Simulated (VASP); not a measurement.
# ZnSe (F-43m) in VASP: single point with PBEsol

Aim: the single point of ZnSe with PBEsol.

All numbers are computed with VASP 6.6.1; they aren't measurements. Logs are shortened: lines on timing, memory, paths and dates and some standing lists are left out, and cuts for length are marked.

### 1 The cell of the first run

It takes space group F-43m (No. 216, cubic). The conventional cell has a = 5.633 Å, b = 5.633 Å, c = 5.633 Å, α = 90.00°, β = 90.00°, γ = 90.00°. Within 3.2 Å of Zn (site symmetry -43m) lie 4 Se at 2.44 Å. Within 3.2 Å of Se (site symmetry -43m) lie 4 Zn at 2.44 Å.

### 2 Single point, PBEsol

Input file INCAR:

```
SYSTEM = ZnSe
ALGO = Normal
EDIFF = 1E-7
ENCUT = 520
GGA = PS
ISIF = 2
ISMEAR = 0
LASPH = .True.
LCHARG = .False.
LREAL = Auto
LWAVE = .False.
NBANDS = 166
NELM = 100
PREC = Accurate
SIGMA = 0.02
```

Input file KPOINTS:

```
Automatic mesh
0
Gamma
  2 2 2
  0.5 0.5 0.5
```

Input file POSCAR:

```
ZnSe
1.0
    5.6332473133     -5.6332473133      5.6332473133
   -5.6332473133      5.6332473133      5.6332473133
   -5.6332473133     -5.6332473133     -5.6332473133
Zn Se
16 16
Direct
    0.2500000000      0.7500000000      0.0000000000
    0.5000000000      0.7500000000      0.7500000000
    0.7500000000      0.7500000000      0.5000000000
    0.0000000000      0.0000000000      1.0000000000
    0.2500000000      0.0000000000      0.7500000000
    0.0000000000      0.7500000000      0.2500000000
    0.7500000000      0.2500000000      0.0000000000
    0.5000000000      0.0000000000      0.5000000000
    0.7500000000      0.0000000000      0.2500000000
    0.0000000000      0.2500000000      0.7500000000
    0.5000000000      0.5000000000      0.0000000000
    0.2500000000      0.2500000000      0.5000000000
    0.7500000000      0.5000000000      0.7500000000
    0.5000000000      0.2500000000      0.2500000000
    0.0000000000      0.5000000000      0.5000000000
    0.2500000000      0.5000000000      0.2500000000
    0.2500000000      0.0000000000      0.0000000000
    0.5000000000      0.0000000000      0.7500000000
    0.7500000000      0.0000000000      0.5000000000
    0.0000000000      0.2500000000      0.0000000000
    0.2500000000      0.2500000000      0.7500000000
    0.0000000000      0.0000000000      0.2500000000
    0.7500000000      0.5000000000      0.0000000000
    0.5000000000      0.2500000000      0.5000000000
    0.7500000000      0.2500000000      0.2500000000
    0.0000000000      0.5000000000      0.7500000000
    0.5000000000      0.7500000000      0.0000000000
    0.2500000000      0.5000000000      0.5000000000
    0.7500000000      0.7500000000      0.7500000000
    0.5000000000      0.5000000000      0.2500000000
    0.0000000000      0.7500000000      0.5000000000
    0.2500000000      0.7500000000      0.2500000000
```

Potentials or basis: VASP PAW PBE potentials, release 64 (Zn, Se).

Run with:

```bash
$ cat potpaw_PBE.64/Zn/POTCAR potpaw_PBE.64/Se/POTCAR > POTCAR
$ mpirun -np 1 vasp_std > vasp.out
```

OUTCAR:

```text
SYSTEM = ZnSe
   EDIFF = 1E-7
   ENCUT = 520
   GGA = PS
   ISIF = 2
   ISMEAR = 0
   LASPH = .True.
   LREAL = Auto
   NELM = 100
   PREC = Accurate

 ion  position               nearest neighbor table
   1  0.250  0.750  0.000-  17 2.44  26 2.44  27 2.44  32 2.44
   2  0.500  0.750  0.750-  18 2.44  27 2.44  28 2.44  29 2.44
   3  0.750  0.750  0.500-  19 2.44  29 2.44  30 2.44  31 2.44
   4  0.000  0.000  0.000-  17 2.44  20 2.44  22 2.44  29 2.44
   5  0.250  0.000  0.750-  17 2.44  18 2.44  21 2.44  31 2.44
   6  0.000  0.750  0.250-  22 2.44  23 2.44  31 2.44  32 2.44
[... 24 lines left out ...]
  31  0.000  0.750  0.500-   3 2.44   5 2.44   6 2.44  15 2.44
  32  0.250  0.750  0.250-   1 2.44   6 2.44   8 2.44  16 2.44

  LATTYP: Found a body centered cubic cell.
 ALAT       =    11.2664946266

  Lattice vectors:

 A1 = (   5.6332473133,  -5.6332473133,   5.6332473133)
 A2 = (  -5.6332473133,   5.6332473133,   5.6332473133)
 A3 = (  -5.6332473133,  -5.6332473133,  -5.6332473133)

Analysis of symmetry for initial positions (statically):
=====================================================================
 Subroutine PRICEL returns following result:

  LATTYP: Found a face centered cubic cell.
 ALAT       =     5.6332473133

  Lattice vectors:

 A1 = (  -2.8166236567,   2.8166236567,   0.0000000000)
 A2 = (  -0.0000000000,   2.8166236567,  -2.8166236567)
 A3 = (  -2.8166236567,   0.0000000000,  -2.8166236567)

  16 primitive cells build up your supercell.

 Routine SETGRP: Setting up the symmetry group for a
 body centered cubic supercell.

 Subroutine GETGRP returns: Found 24 space group operations
 (whereof 24 operations were pure point group operations)
 out of a pool of 48 trial point group operations.

The static configuration has the point symmetry T_d .

Analysis of symmetry for dynamics (positions and initial velocities):
=====================================================================
 Subroutine PRICEL returns following result:

  LATTYP: Found a face centered cubic cell.
 ALAT       =     5.6332473133

  Lattice vectors:

 A1 = (  -2.8166236567,   2.8166236567,   0.0000000000)
 A2 = (  -0.0000000000,   2.8166236567,  -2.8166236567)
 A3 = (  -2.8166236567,   0.0000000000,  -2.8166236567)
[... 94 lines left out ...]
   ISYM   =      2    0-nonsym 1-usesym 2-fastsym
   POTIM  = 0.5000    time-step for ionic-motion
   TEBEG  =    0.0;   TEEND  =   0.0 temperature during run
   PSTRESS=    0.0 pullay stress
   NELECT =     288.0000    total number of electrons
   NUPDOWN=      -1.0000    fix difference up-down
   EMIN   =  10.00;   EMAX   =-10.00  energy-range for DOS
   EFERMI =   0.00;   METHOD = LEGACY
   ISMEAR =     0;   SIGMA  =   0.02  broadening in eV -4-tet -1-fermi 0-gaus
   EFERMI_NEDOS =   21; number of points for ismear=-14 and -15
   IALGO  =     38    algorithm
   IMIX   =      4    mixing-type and parameters
     AMIX     =   0.40;   BMIX     =  1.00
     AMIX_MAG =   1.60;   BMIX_MAG =  1.00
  volume/ion in A,a.u.               =      22.35       150.79
  Fermi-wavevector in a.u.,A,eV,Ry     =   1.209002  2.284682 19.887427  1.461685
  Thomas-Fermi vector in A             =   2.344592
   LORBIT       =      0    0 simple, 1 ext, 2 COOP (PROOUT), +10 PAW based schemes
   GGA     = PS    functional components
   LHFCALC =     F    Hartree Fock is set to
   AEXX    =    0.0000 exact exchange contribution
   IVDW    =     0    specifies the selected vdW correction
   LEPSILON=     F    determine dielectric tensor
   LRPA    =     F    only Hartree local field effects (RPA)
 non-spin polarized calculation
 Gauss-broadening in eV      SIGMA  =   0.02
  energy-cutoff  :      520.00
  volume of cell :      715.05
 maximum number of plane-waves:     19368
 NGX is ok and might be reduce to    80
   NGX = 37   NGY = 37   NGZ = 37

 number of electron     288.0000214 magnetization

 Free energy of the ion-electron system (eV)
  ---------------------------------------------------
  ext. energy  EPLUGINS =         0.00000000
  ---------------------------------------------------
  free energy    TOTEN  =      -108.41125550 eV

  energy without entropy =     -108.41125550  energy(sigma->0) =     -108.41125550

 E-fermi :   1.3235     XC(G=0):  -9.6095

 val. band max:        1.1995535330   @ k =  -0.2500   0.2500   0.2500
 cond. band min:       4.3464246272   @ k =   0.2500   0.2500   0.2500
 fundamental gap:      3.1468710942
 Fermi energy:         1.3234966483

 k-point     1 :       0.2500    0.2500    0.2500
  band No.  band energies     occupation
      1     -11.3812      2.00000
      2     -11.3812      2.00000
      3     -11.3812      2.00000
      4     -11.3812      2.00000
      5     -10.7996      2.00000
      6     -10.7996      2.00000
[... 148 lines left out ...]
    155       5.2943      0.00000
    156       5.2943      0.00000

 k-point     2 :      -0.2500    0.2500    0.2500
  band No.  band energies     occupation
      1     -11.6199      2.00000
      2     -11.1665      2.00000
      3     -11.1665      2.00000
      4     -11.1665      2.00000
      5     -11.1665      2.00000
      6     -10.9415      2.00000
[... 148 lines left out ...]
    155       5.8012      0.00000
    156       5.8012      0.00000
 [bands above 156 left out]

------------------------ aborting loop because EDIFF is reached ----------------------------------------

  FORCE on cell =-STRESS in cart. coord.  units (eV):
  Direction    XX          YY          ZZ          XY          YZ          ZX
  --------------------------------------------------------------------------------------
  -------------------------------------------------------------------------------------
  Total        1.1985928      1.1985928      1.1985928      0.0000000     -0.0000000     -0.0000000
  in kB        2.6856277      2.6856277      2.6856277      0.0000000     -0.0000000     -0.0000000
  external PRESSURE =       2.6856277 kB  Pullay stress =       0.0000000 kB

 VOLUME and BASIS-vectors are now :
 -----------------------------------------------------------------------------
  energy-cutoff  :      520.00
  volume of cell :      715.05
      direct lattice vectors                 reciprocal lattice vectors
     5.633247313 -5.633247313  5.633247313     0.000000000 -0.088758752  0.088758752
    -5.633247313  5.633247313  5.633247313    -0.088758752  0.000000000  0.088758752
    -5.633247313 -5.633247313 -5.633247313    -0.088758752 -0.088758752  0.000000000

 POSITION                                       TOTAL-FORCE (eV/Angst)
 -----------------------------------------------------------------------------------
     -2.81662      2.81662      5.63325         0.000000     -0.000000      0.000000
     -5.63325     -2.81662      2.81662         0.000000     -0.000000      0.000000
     -2.81662     -2.81662      5.63325         0.000000      0.000000      0.000000
      0.00000      0.00000      0.00000         0.000000     -0.000000      0.000000
     -2.81662     -5.63325     -2.81662         0.000000      0.000000      0.000000
     -5.63325      2.81662      2.81662         0.000000      0.000000     -0.000000
[... 24 lines left out ...]
     -7.04156      1.40831      1.40831        -0.000000      0.000000      0.000000
     -4.22494      1.40831      4.22494        -0.000000     -0.000000      0.000000
 -----------------------------------------------------------------------------------
    total drift:                                0.000109      0.000109     -0.000108

  FREE ENERGIE OF THE ION-ELECTRON SYSTEM (eV)
  ---------------------------------------------------
  free  energy   TOTEN  =      -108.4112555021 eV

  energy  without entropy=     -108.4112555021  energy(sigma->0) =     -108.41125550
```

Wall time 18 min (1 thread of Intel Xeon 8259CL, shared host); peak memory 1 GiB.

Results:

- Free energy: -108.4113 eV
- Pressure: 0.3 GPa
- Band gap on the k mesh: 3.15 eV

Levels at points of the mesh, in eV from the valence-band top:
```tsv
k point	band 141	band 142	band 143	band 144	band 145	band 146	band 147	band 148
(0.25, 0.25, 0.25)	-0.05	-0.05	-0.05	-0.05	3.15	3.15	3.15	3.15
```

Caveat: the PAW data sets were made with another functional, which shifts forces and pressure a little; a shifted mesh leaves out Γ, where band edges can lie. A k mesh can miss the band edges.
